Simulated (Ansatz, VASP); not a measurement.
## ZnO in VASP and in Ansatz

```xyz
8
Lattice="2.8630 0.0000 0.0000 -1.4315 2.4794 0.0000 0.0000 0.0000 9.3742" Properties=species:S:1:pos:R:3 pbc="T T T"
Zn    1.4315    0.8265    7.9120
Zn    0.0000    1.6529    3.2249
Zn    0.0000    0.0000    5.5689
Zn    0.0000    0.0000    0.8818
O     1.4315    0.8265    6.1493
O     0.0000    1.6529    1.4622
O     0.0000    0.0000    3.8052
O     0.0000    0.0000    8.4923
```

Alike in both runs: task relaxation of cell and atoms; functional PBE; k mesh 6 × 6 × 2; occupations gaussian, width 0.1 eV; no spin polarisation.

|  | VASP | Ansatz |
| --- | --- | --- |
| version | VASP 6.6.1 | Ansatz 0.2.0 |
| potentials or method | VASP PAW PBE potentials, release 64 (Zn, O), cutoff 600 eV | scalar-relativistic, plane waves, PAW |
| valence electrons in the cell | 72 | 72 |

|  | VASP | Ansatz | Ansatz less VASP |
| --- | --- | --- | --- |
| gap on the k mesh at the Fermi level, each at its own relaxed structure (eV) | 0.66 | 0.69 | +0.025 |
| relaxed volume (Å³/atom) | 12.34 | 12.31 | -0.029 |
| relaxed cell length with the largest relative difference (Å) | 10.681 | 10.625 | -0.0566 |

The k mesh is coarse, so the values compare programs but aren't converged. Noted on VASP's run: the volume moved by over 15 % at a fixed basis, so the end points are rough.
